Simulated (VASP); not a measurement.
Write the native input for VASP 6.6.1 that does the following.

* Task: single point
* Functional: r2SCAN
* Potentials or basis: VASP PAW PBE potentials, release 64 (Sn_d, O_h)
* Cutoff: 910 eV
* k mesh: 6 × 6 × 6
* Occupations: fermi-dirac, width 0.02 eV
* Spin: no spin polarisation
* Dipole correction: no
* Further INCAR settings: ALGO = Normal; EDIFF = 1e-06; NBANDS = 28

SnO:

```
Sn O
1.0
     3.79259    0.00000    0.00000
     0.00000    3.79259    0.00000
     0.00000    0.00000    4.90114
Sn O
2 2
Cartesian
  0.0000 1.8963 1.1513
  1.8963 0.0000 3.7498
  1.8963 1.8963 0.0000
  0.0000 0.0000 0.0000
```

This cell differs from its parent crystal: uniaxial z strain +3.0%.

One way to write it, as run:

POSCAR

```
SnO
1.0
    3.7925880617      0.0000000000      0.0000000000
    0.0000000000      3.7925880617      0.0000000000
    0.0000000000      0.0000000000      4.9011388447
Sn O
2 2
Direct
    0.0000000000      0.5000000000      0.2349067612
    0.5000000000      0.0000000000      0.7650932388
    0.5000000000      0.5000000000      0.0000000000
    0.0000000000      0.0000000000      0.0000000000
```

INCAR.step1

```
SYSTEM = SnO
PREC     = Accurate       ! precision mode
ENCUT    = 910            ! plane-wave cutoff, eV
ISMEAR   = -1             ! smearing method
SIGMA    = 0.02           ! smearing width, eV
LREAL    = .FALSE.        ! projectors in reciprocal space
LASPH    = .TRUE.         ! aspherical terms in the spheres
NELM     = 120            ! most SCF steps
NBANDS   = 28             ! bands
GGA      = PE             ! functional
ALGO     = Normal         ! electronic algorithm
EDIFF    = 1E-5           ! SCF threshold, eV
LWAVE    = .TRUE.         ! write WAVECAR
LCHARG   = .FALSE.        ! write CHGCAR
GGA_COMPAT= .FALSE.
```

INCAR.step2

```
SYSTEM = SnO
PREC     = Accurate       ! precision mode
ENCUT    = 910            ! plane-wave cutoff, eV
EDIFF    = 1E-6           ! SCF threshold, eV
ISMEAR   = -1             ! smearing method
SIGMA    = 0.02           ! smearing width, eV
LREAL    = .FALSE.        ! projectors in reciprocal space
LASPH    = .TRUE.         ! aspherical terms in the spheres
NELM     = 120            ! most SCF steps
ALGO     = Normal         ! electronic algorithm
ISIF     = 2              ! what is computed and relaxed
LWAVE    = .FALSE.        ! write WAVECAR
LCHARG   = .FALSE.        ! write CHGCAR
METAGGA  = R2SCAN         ! meta-GGA
LMIXTAU  = .TRUE.       
NBANDS   = 28             ! bands
ISTART   = 1            
GGA_COMPAT= .FALSE.
```

KPOINTS

```
Automatic mesh
0
G
  6 6 6
  0 0 0
```

Potentials or basis: VASP PAW PBE potentials, release 64 (Sn_d, O_h).

Launch:

```sh
$ cat potpaw_PBE.64/Sn_d/POTCAR potpaw_PBE.64/O_h/POTCAR > POTCAR
$ cp INCAR.step1 INCAR
$ mpirun -np 1 vasp_std > vasp.out
$ cp INCAR.step2 INCAR
$ mpirun -np 1 vasp_std > vasp.out
```

It gave:

```
Pressure               : 1.1 GPa
Largest force          : 0.117 eV/Å
Band gap on the k mesh : 0.23 eV (least direct gap 2.37 eV)
```

Caveat: the cell differs from its parent crystal (uniaxial z strain +3.0%); the cutoff is under 1.25 times the usual one of these potentials, so pressure, stress and relaxed cells hold a basis-set (Pulay) error; the PAW data sets were made with another functional, which shifts forces and pressure a little; spin-orbit coupling is left out, which moves the levels of the heavy elements.

Run time: 3.8 min on 1 thread of Intel(R) Xeon(R) 6975P-C (Granite Rapids), with other jobs on the host, peak memory 0.38 GiB.
